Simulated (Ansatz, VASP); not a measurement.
## One calculation of Hf, two programs

Contents of INCAR:

```
SYSTEM = Hf
PREC = Accurate ; ENCUT = 600
EDIFF = 1E-7 ; ISMEAR = -1
SIGMA = 0.08 ; LREAL = .FALSE.
LASPH = .TRUE. ; NELM = 100
ALGO = Normal ; ISIF = 3
LWAVE = .FALSE. ; LCHARG = .FALSE.
GGA = PE ; IBRION = 2
NSW = 100 ; EDIFFG = -0.005
```

Contents of KPOINTS:

```
regular mesh
0
G
  16 16 16
  0 0 0
```

The input POSCAR:

```
Hf
1.0
   -1.7595080945      1.7595080945      1.7595080945
    1.7595080945     -1.7595080945      1.7595080945
    1.7595080945      1.7595080945     -1.7595080945
Hf
1
Direct
    0.0000000000      0.0000000000      0.0000000000
```

Input for Ansatz:

```yaml
crystal:
  lattice:
    - [-1.7595080945, 1.7595080945, 1.7595080945]
    - [1.7595080945, -1.7595080945, 1.7595080945]
    - [1.7595080945, 1.7595080945, -1.7595080945]
  atoms:
    - { symbol: Hf, position: [0.0, 0.0, 0.0] }
kpoints:
  mp_grid: { grid: [16, 16, 16] }
scf:
  occupations: { method: fermi_dirac, width: 0.08 }
hamiltonian:
  xc: pbe
  pseudopotentials: { kind: paw }
output:
  forces: true
  stress: true
relax:
  f_tol: 0.005
  max_steps: 80
  cell: {}
```

Alike in both runs: task relaxation of cell and atoms; functional PBE; k mesh 16 × 16 × 16; occupations fermi-dirac, width 0.08 eV; no spin polarisation.

|  | VASP | Ansatz |
| --- | --- | --- |
| version | VASP 6.6.1 | Ansatz 0.2.0 |
| potentials or method | VASP PAW PBE potentials, release 64 (Hf_pv) | PAW with Ansatz's default frozen-core files, scalar-relativistic |
| plane-wave cutoff (eV) | 600 | 420 |
| valence electrons in the cell | 10 | 26 |

```csv
,VASP,Ansatz,Ansatz less VASP
relaxed volume (Å³/atom),22.24,22.32,+0.074
relaxed cell length with the largest relative difference (Å),3.069,3.072,+0.0034
```

VASP's potentials hold 10 valence electrons a cell and Ansatz's 26, so a difference there can come from the potentials and not from the codes.

Neither program's run includes spin-orbit coupling.
